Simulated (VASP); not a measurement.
# Mg3Sn2N2 in VASP: a series of runs

Mg3Sn2N2 is run at these levels: PBE; tasks: single point.

Everything below comes from runs of VASP 6.6.1. Logs are shortened: lines on timing, memory, paths and dates and some standing lists are left out, and cuts for length are marked.

### Step 1. The cell of the first run

The typed cell holds 7 atoms: a = 5.259 Å, b = 5.259 Å, c = 5.152 Å, α = 90.00°, β = 90.00°, γ = 120.00°.

### Step 2. Single point, PBE

Contents of INCAR:

```
SYSTEM = Mg3Sn2N2
  ALGO = Normal
  EDIFF = 1E-6
  ENCUT = 520
  GGA = PE
  ISIF = 2
  ISMEAR = 0
  LASPH = .True.
  LCHARG = .False.
  LREAL = .False.
  LWAVE = .False.
  NBANDS = 31
  NELM = 60
  PREC = Accurate
  SIGMA = 0.2
```

Contents of KPOINTS:

```
k-points
0
Gamma
  4 4 3
  0 0 0
```

Contents of POSCAR:

```
Mg3Sn2N2
1.0
    5.2593772592      0.0000000029      0.0000000000
   -2.6296886321      4.5547543131      0.0000000000
    0.0000000000      0.0000000000      5.1523669944
Mg Sn N
3 2 2
Direct
    0.5000000000      0.0000000000      0.5000000000
    0.0000000000      0.5000000000      0.5000000000
    0.5000000000      0.5000000000      0.5000000000
    0.3333333333      0.6666666667     -0.0004616393
    0.6666666667      0.3333333333      1.0004616393
    0.0000000000      0.0000000000      0.5000000000
    0.0000000000      0.0000000000      0.0000000000
```

Potentials or basis: VASP PAW PBE potentials, release 64 (Mg, Sn_d, N).

Launch:

```console
> cat potpaw_PBE.64/Mg/POTCAR potpaw_PBE.64/Sn_d/POTCAR potpaw_PBE.64/N/POTCAR > POTCAR
> mpirun -np 1 vasp_std > vasp.out
```

OUTCAR:

```text
SYSTEM = Mg3Sn2N2
   EDIFF = 1E-6
   ENCUT = 520
   GGA = PE
   ISIF = 2
   ISMEAR = 0
   LASPH = .True.
   LREAL = .False.
   NELM = 60
   PREC = Accurate

 ion  position               nearest neighbor table
   1  0.500  0.000  0.500-   3 2.63   3 2.63   6 2.63   6 2.63   2 2.63   2 2.63   4 2.99   5 2.99
                             4 2.99   5 2.99
   2  0.000  0.500  0.500-   6 2.63   6 2.63   3 2.63   3 2.63   1 2.63   1 2.63   4 2.99   5 2.99
                             4 2.99   5 2.99
   3  0.500  0.500  0.500-   1 2.63   1 2.63   2 2.63   2 2.63   6 2.63   6 2.63   4 2.99   5 2.99
                             4 2.99   5 2.99
   4  0.333  0.667  1.000-   1 2.99   2 2.99   3 2.99   1 2.99   2 2.99   3 2.99   5 3.04   5 3.04
                             5 3.04
   5  0.667  0.333  0.000-   1 2.99   2 2.99   3 2.99   1 2.99   2 2.99   3 2.99   4 3.04   4 3.04
                             4 3.04
   6  0.000  0.000  0.500-   2 2.63   2 2.63   1 2.63   1 2.63   3 2.63   3 2.63
   7  0.000  0.000  0.000-

  LATTYP: Found a hexagonal cell.
 ALAT       =     5.2593772592
 C/A-ratio  =     0.9796534343

  Lattice vectors:

 A1 = (   5.2593772592,   0.0000000029,   0.0000000000)
 A2 = (  -2.6296886321,   4.5547543131,   0.0000000000)
 A3 = (   0.0000000000,   0.0000000000,   5.1523669944)

Analysis of symmetry for initial positions (statically):
=====================================================================
 Subroutine PRICEL returns:
 Original cell was already a primitive cell.

 Routine SETGRP: Setting up the symmetry group for a
 hexagonal supercell.

 Subroutine GETGRP returns: Found 12 space group operations
 (whereof 12 operations were pure point group operations)
 out of a pool of 24 trial point group operations.

The static configuration has the point symmetry D_3d.

Analysis of symmetry for dynamics (positions and initial velocities):
=====================================================================
 Subroutine PRICEL returns:
 Original cell was already a primitive cell.

 Routine SETGRP: Setting up the symmetry group for a
 hexagonal supercell.

 Subroutine GETGRP returns: Found 12 space group operations
 (whereof 12 operations were pure point group operations)
 out of a pool of 24 trial point group operations.

The dynamic configuration has the point symmetry D_3d.

 Subroutine INISYM returns: Found 12 space group operations
 (whereof 12 operations are pure point group operations),
 and found     1 'primitive' translations

----------------------------------------------------------------------------------------

                                     Primitive cell

  volume of cell :     123.4258

  direct lattice vectors                    reciprocal lattice vectors
     5.259377259  0.000000003  0.000000000     0.190136579  0.109775405  0.000000000
    -2.629688632  4.554754313  0.000000000    -0.000000000  0.219550810  0.000000000
     0.000000000  0.000000000  5.152366994     0.000000000  0.000000000  0.194085554

  length of vectors
     5.259377259  5.259377259  5.152366994     0.219550810  0.219550810  0.194085554

  position of ions in fractional coordinates (direct lattice)
     0.500000000  0.000000000  0.500000000
     0.000000000  0.500000000  0.500000000
     0.500000000  0.500000000  0.500000000
     0.333333333  0.666666667  0.999538361
     0.666666667  0.333333333  0.000461639
     0.000000000  0.000000000  0.500000000
     0.000000000  0.000000000  0.000000000

  ion indices of the primitive-cell ions
   primitive index   ion index
                 1           1
                 2           2
                 3           3
                 4           4
                 5           5
                 6           6
                 7           7

----------------------------------------------------------------------------------------

 KPOINTS: k-points

Automatic generation of k-mesh.
 Grid dimensions read from file:
 generate k-points for:    4    4    3

 Generating k-lattice:

  Cartesian coordinates                     Fractional coordinates (reciprocal lattice)
     0.047534145  0.027443851  0.000000000     0.250000000  0.000000000  0.000000000
    -0.000000000  0.054887703  0.000000000     0.000000000  0.250000000  0.000000000
     0.000000000  0.000000000  0.064695185     0.000000000  0.000000000  0.333333333

  Length of vectors
     0.054887703  0.054887703  0.064695185

  Shift w.r.t. Gamma in fractional coordinates (k-lattice)
     0.000000000  0.000000000  0.000000000

 Subroutine IBZKPT returns following result:
 ===========================================

 Found      9 irreducible k-points:

 Following reciprocal coordinates:
            Coordinates               Weight
  0.000000  0.000000  0.000000      1.000000
  0.250000  0.000000  0.000000      6.000000
  0.500000  0.000000  0.000000      3.000000
  0.250000  0.250000  0.000000      6.000000
  0.000000  0.000000  0.333333      2.000000
  0.250000  0.000000  0.333333      6.000000
  0.000000  0.250000  0.333333      6.000000
  0.500000  0.000000  0.333333      6.000000
  0.250000  0.250000  0.333333     12.000000
   k-points           NKPTS =      9   k-points in BZ     NKDIM =      9   number of bands    NBANDS=     31
   number of dos      NEDOS =    301   number of ions     NIONS =      7
   total plane-waves  NPLWV =  64000
   dimension x,y,z NGX =    40 NGY =   40 NGZ =   40
   dimension x,y,z NGXF=    80 NGYF=   80 NGZF=   80
   ions per type =               3   2   2
   NGX,Y,Z   is equivalent  to a cutoff of  12.64, 12.64, 12.91 a.u.
   NGXF,Y,Z  is equivalent  to a cutoff of  25.29, 25.29, 25.81 a.u.
 SYSTEM =  Mg3Sn2N2
   PREC   = accura    normal or accurate (medium, high low for compatibility)
   ISTART =      0    job   : 0-new  1-cont  2-samecut
   ICHARG =      2    charge: 1-file 2-atom 10-const
   ISPIN  =      1    spin polarized calculation?
   LNONCOLLINEAR =      F non collinear calculations
   LSORBIT =      F    spin-orbit coupling
   LASPH  =      T    aspherical Exc in radial PAW
   ENCUT  =  520.0 eV  38.22 Ry    6.18 a.u.   9.78  9.78  9.58*2*pi/ulx,y,z
   NELM   =     60;   NELMIN=  2; NELMDL= -5     # of ELM steps
   EDIFF  = 0.1E-05   stopping-criterion for ELM
   LREAL  =      F    real-space projection
[... 7 lines left out ...]
   TEBEG  =    0.0;   TEEND  =   0.0 temperature during run
   PSTRESS=    0.0 pullay stress
   NELECT =      44.0000    total number of electrons
   NUPDOWN=      -1.0000    fix difference up-down
   EMIN   =  10.00;   EMAX   =-10.00  energy-range for DOS
   EFERMI =   0.00;   METHOD = LEGACY
   ISMEAR =     0;   SIGMA  =   0.20  broadening in eV -4-tet -1-fermi 0-gaus
   EFERMI_NEDOS =   21; number of points for ismear=-14 and -15
   IALGO  =     38    algorithm
   IMIX   =      4    mixing-type and parameters
     AMIX     =   0.40;   BMIX     =  1.00
     AMIX_MAG =   1.60;   BMIX_MAG =  1.00
  volume/ion in A,a.u.               =      17.63       118.99
  Fermi-wavevector in a.u.,A,eV,Ry     =   1.160799  2.193592 18.333230  1.347454
  Thomas-Fermi vector in A             =   2.297378
   LORBIT       =      0    0 simple, 1 ext, 2 COOP (PROOUT), +10 PAW based schemes
   GGA     = PE    functional components
   LHFCALC =     F    Hartree Fock is set to
   AEXX    =    0.0000 exact exchange contribution
   IVDW    =     0    specifies the selected vdW correction
   LEPSILON=     F    determine dielectric tensor
   LRPA    =     F    only Hartree local field effects (RPA)
 non-spin polarized calculation
 Gauss-broadening in eV      SIGMA  =   0.20
  energy-cutoff  :      520.00
  volume of cell :      123.43
 maximum number of plane-waves:      3367
 NGX is ok and might be reduce to    40
   NGX = 19   NGY = 19   NGZ = 19

 number of electron      43.9999994 magnetization

 Free energy of the ion-electron system (eV)
  ---------------------------------------------------
  ext. energy  EPLUGINS =         0.00000000
  ---------------------------------------------------
  free energy    TOTEN  =       -22.18240228 eV

  energy without entropy =      -22.13100661  energy(sigma->0) =      -22.15670445

 E-fermi :   5.3717     XC(G=0): -10.0631

 val. band max:        5.2717802900   @ k =   0.2500   0.2500   0.3333
 cond. band min:       5.4665366797   @ k =   0.5000   0.0000   0.3333
 fundamental gap:      0.1947563898
 Fermi energy:         5.3716875478

 k-point     1 :       0.0000    0.0000    0.0000
  band No.  band energies     occupation
      1     -16.0171      2.00000
      2     -16.0171      2.00000
      3     -15.9667      2.00000
      4     -15.9541      2.00000
      5     -15.9541      2.00000
      6     -15.9001      2.00000
[... 23 lines left out ...]
     30      10.0727      0.00000
     31      10.2510      0.00000

 k-point     2 :       0.2500    0.0000    0.0000
  band No.  band energies     occupation
      1     -16.0524      2.00000
      2     -16.0444      2.00000
      3     -15.9741      2.00000
      4     -15.9580      2.00000
      5     -15.9448      2.00000
      6     -15.8722      2.00000
[... 23 lines left out ...]
     30      10.6061      0.00000
     31      10.7716      0.00000

 k-point     3 :       0.5000    0.0000    0.0000
  band No.  band energies     occupation
      1     -16.0770      2.00000
      2     -16.0679      2.00000
      3     -15.9730      2.00000
      4     -15.9616      2.00000
      5     -15.9317      2.00000
      6     -15.8860      2.00000
[... 193 lines left out ...]
     30       9.7942      0.00000
     31      11.7127      0.00000

 k-point     9 :       0.2500    0.2500    0.3333
  band No.  band energies     occupation
      1     -16.0988      2.00000
      2     -16.0296      2.00000
      3     -15.9890      2.00000
      4     -15.9650      2.00000
      5     -15.9269      2.00000
      6     -15.8919      2.00000
[... 23 lines left out ...]
     30      10.4716      0.00000
     31      10.9548      0.00000

------------------------ aborting loop because EDIFF is reached ----------------------------------------

  FORCE on cell =-STRESS in cart. coord.  units (eV):
  Direction    XX          YY          ZZ          XY          YZ          ZX
  --------------------------------------------------------------------------------------
  -------------------------------------------------------------------------------------
  Total       -0.0803676     -0.0803676     -0.3287478     -0.0000000     -0.0000000      0.0000000
  in kB       -1.0432435     -1.0432435     -4.2674396     -0.0000000     -0.0000000      0.0000000
  external PRESSURE =      -2.1179756 kB  Pullay stress =       0.0000000 kB

 VOLUME and BASIS-vectors are now :
 -----------------------------------------------------------------------------
  energy-cutoff  :      520.00
  volume of cell :      123.43
      direct lattice vectors                 reciprocal lattice vectors
     5.259377259  0.000000003  0.000000000     0.190136579  0.109775405  0.000000000
    -2.629688632  4.554754313  0.000000000    -0.000000000  0.219550810  0.000000000
     0.000000000  0.000000000  5.152366994     0.000000000  0.000000000  0.194085554

 POSITION                                       TOTAL-FORCE (eV/Angst)
 -----------------------------------------------------------------------------------
      2.62969      0.00000      2.57618         0.000000      0.000000      0.000000
     -1.31484      2.27738      2.57618         0.000000      0.000000      0.000000
      1.31484      2.27738      2.57618         0.000000      0.000000      0.000000
     -0.00000      3.03650      5.14999        -0.000000     -0.000000      0.020636
      2.62969      1.51825      0.00238         0.000000      0.000000     -0.020636
      0.00000      0.00000      2.57618         0.000000      0.000000      0.000000
      0.00000      0.00000      0.00000         0.000000      0.000000      0.000000
 -----------------------------------------------------------------------------------
    total drift:                                0.000000     -0.000000      0.000000

  FREE ENERGIE OF THE ION-ELECTRON SYSTEM (eV)
  ---------------------------------------------------
  free  energy   TOTEN  =       -22.1824022795 eV

  energy  without entropy=      -22.1310066134  energy(sigma->0) =      -22.15670445
```

Run time: 20 s. Hardware: 1 thread of Intel Xeon 6975P-C (Granite Rapids), shared host; peak memory 0.25 GiB.

Results:

```yaml
Free_energy: -22.1824 eV
Pressure: -0.2 GPa
Largest_force: 0.021 eV/Å
Band_gap_on_the_k_mesh: zero (band 22 reaches 5.47 eV, above the bottom of band 23 at 3.83 eV)
```

Forces on the atoms (eV/Å):
```
Mg   0.000  0.000  0.000
Mg   0.000  0.000  0.000
Mg   0.000  0.000  0.000
Sn   0.000  0.000  0.021
Sn   0.000  0.000 -0.021
N    0.000  0.000  0.000
N    0.000  0.000  0.000
```

Caveat: the k points lie up to 0.41 Å⁻¹ apart; spin-orbit coupling is left out, which moves the levels of the heavy elements.

### Step 3. Single point, PBE

This run uses another cell than the first one, of 23.89 Å³/atom, 1.355 times its volume.

Contents of INCAR:

```
PREC = Accurate
ENCUT = 520
EDIFF = 1E-7
ISMEAR = 0
SIGMA = 0.2
LREAL = False
LASPH = True
NELM = 100
ALGO = Normal
ISIF = 2
LWAVE = False
LCHARG = False
GGA = PE
NBANDS = 31
```

Contents of KPOINTS:

```
regular mesh
0
Gamma
  4 4 2
```

Contents of POSCAR:

```
Mg3Sn2N2
1.0
    4.7406788810     -0.0000000032      0.0000000000
   -2.3703394378      4.1055483437      0.0000000000
    0.0000000000      0.0000000000      8.5929186337
Mg Sn N
3 2 2
Direct
    0.0000000000      0.0000000000      0.3490369372
    0.0000000000      0.0000000000      0.6509630628
    0.0000000000      0.0000000000      0.0000000000
    0.3333333333      0.6666666667      0.0000000000
    0.6666666667      0.3333333333      0.0000000000
    0.3333333333      0.6666666667      0.5000000000
    0.6666666667      0.3333333333      0.5000000000
```

Potentials or basis: VASP PAW PBE potentials, release 64 (Mg, Sn_d, N).

Launch:

```console
> cat potpaw_PBE.64/Mg/POTCAR potpaw_PBE.64/Sn_d/POTCAR potpaw_PBE.64/N/POTCAR > POTCAR
> mpirun -np 1 vasp_std > vasp.out
```

OUTCAR:

```text
PREC = Accurate
   ENCUT = 520
   EDIFF = 1E-7
   ISMEAR = 0
   LREAL = False
   LASPH = True
   NELM = 100
   ISIF = 2
   GGA = PE

 ion  position               nearest neighbor table
   1  0.000  0.000  0.349-   2 2.59   3 3.00
   2  0.000  0.000  0.651-   1 2.59   3 3.00
   3  0.000  0.000  0.000-   4 2.74   5 2.74   5 2.74   4 2.74   5 2.74   4 2.74   1 3.00   2 3.00

   4  0.333  0.667  0.000-   5 2.74   5 2.74   3 2.74   3 2.74   3 2.74   5 2.74
[... 466 lines left out ...]
  -------------------------------------------------------------------------------------
  Total        0.2578098      0.2578098      0.3473911     -0.0000000      0.0000000     -0.0000000
  in kB        2.4697763      2.4697763      3.3279509     -0.0000000      0.0000000     -0.0000000
  external PRESSURE =       2.7558345 kB  Pullay stress =       0.0000000 kB

 VOLUME and BASIS-vectors are now :
 -----------------------------------------------------------------------------
  energy-cutoff  :      520.00
  volume of cell :      167.24
      direct lattice vectors                 reciprocal lattice vectors
     4.740678881 -0.000000003  0.000000000     0.210940253  0.121786411  0.000000000
    -2.370339438  4.105548344  0.000000000     0.000000000  0.243572823  0.000000000
     0.000000000  0.000000000  8.592918634     0.000000000  0.000000000  0.116374895

 POSITION                                       TOTAL-FORCE (eV/Angst)
 -----------------------------------------------------------------------------------
      0.00000      0.00000      2.99925         0.000000      0.000000      0.004270
      0.00000      0.00000      5.59367         0.000000      0.000000     -0.004270
      0.00000      0.00000      0.00000         0.000000      0.000000     -0.000000
      0.00000      2.73703      0.00000        -0.000000     -0.000000     -0.000000
      2.37034      1.36852      0.00000         0.000000     -0.000000     -0.000000
      0.00000      2.73703      4.29646         0.000000      0.000000     -0.000000
      2.37034      1.36852      4.29646         0.000000      0.000000      0.000000
 -----------------------------------------------------------------------------------
    total drift:                                0.000000      0.000000      0.000000

  FREE ENERGIE OF THE ION-ELECTRON SYSTEM (eV)
  ---------------------------------------------------
  free  energy   TOTEN  =       -17.6963885537 eV

  energy  without entropy=      -17.5557201530  energy(sigma->0) =      -17.62605435
```

Wall time 27 s (1 thread of Intel Xeon 6975P-C (Granite Rapids), shared host); peak memory 0.28 GiB.

What came out:

```yaml
Free_energy: -17.6964 eV
Pressure: 0.3 GPa
Largest_force: 0.004 eV/Å
Band_gap_on_the_k_mesh: zero (band 22 reaches 3.18 eV, above the bottom of band 23 at 2.61 eV)
```

Forces in eV/Å, atoms in the order of the input:
```
Mg   0.000  0.000  0.004
Mg   0.000  0.000 -0.004
Mg   0.000  0.000  0.000
Sn   0.000  0.000  0.000
Sn   0.000  0.000  0.000
N    0.000  0.000  0.000
N    0.000  0.000  0.000
```

Stress tensor (GPa, compression positive):
```
0.25 0.00 0.00
0.00 0.25 0.00
0.00 0.00 0.33
```

Levels at points of the mesh, in eV from the Fermi level:
| k point | band 20 | band 21 | band 22 | band 23 | band 24 | band 25 |
| --- | --- | --- | --- | --- | --- | --- |
| (0.00, 0.00, 0.00) | -1.31 | -1.29 | -0.55 | -0.55 | -0.02 | -0.02 |
| (0.50, 0.00, 0.00) | -1.91 | -0.46 | -0.11 | 0.09 | 0.92 | 1.44 |
| (0.00, 0.00, 0.50) | -1.57 | -0.51 | -0.51 | -0.08 | -0.08 | -0.03 |
| (0.50, 0.00, 0.50) | -1.17 | -1.11 | -0.58 | 0.16 | 0.92 | 1.54 |

Caveat: the k points lie up to 0.38 Å⁻¹ apart; spin-orbit coupling is left out, which moves the levels of the heavy elements.

(Part 1 of 2 ends here.)
